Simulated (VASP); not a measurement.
A run of VASP 6.6.1:

File INCAR:

```
SYSTEM = Mg3O3F
PREC = Accurate
ENCUT = 520
EDIFF = 1E-7
ISMEAR = 0
SIGMA = 0.05
LREAL = .False.
LASPH = .True.
NELM = 150
ALGO = Normal
ISIF = 2
LWAVE = .False.
LCHARG = .False.
ISPIN = 2
MAGMOM = 0 0 0 0 0 0 1
LORBIT = 11
LDIPOL = .True.
IDIPOL = 3
DIPOL = 0.5 0.5 0.312
GGA = PE
NBANDS = 28
```

KPOINTS

```
regular mesh
0
Gamma
  9 9 1
  0 0 0
```

Contents of POSCAR:

```
Mg3O3F
1.0
    3.0085896314      0.0000000000      0.0000000000
    0.0000000000      3.0085896314      0.0000000000
    0.0000000000      0.0000000000     21.2799623077
Mg O F
3 3 1
Direct
    0.5000000000      0.5000000000      0.1879702578
    0.0000000000      0.0000000000      0.2881792351
    0.5000000000      0.5000000000      0.3867964645
    0.0000000000      0.0000000000      0.1879702578
    0.5000000000      0.5000000000      0.2877217412
    0.0000000000      0.0000000000      0.3890966623
    0.5000000000      0.5000000000      0.4544163269
```

Potentials or basis: VASP PAW PBE potentials, release 64 (Mg, O, F).

The run is started by

```console
$ cat potpaw_PBE.64/Mg/POTCAR potpaw_PBE.64/O/POTCAR potpaw_PBE.64/F/POTCAR > POTCAR
$ mpirun -np 1 vasp_std > vasp.out
```

Hardware: 1 thread of Oxide Virtual Turin-like Processor, on a shared host.

How long does it take, and how much memory?

It took 8.4 min on 1 thread of Oxide Virtual Turin-like Processor (shared host), peak memory 0.38 GiB. Counts: scf iterations 31, k points 15.
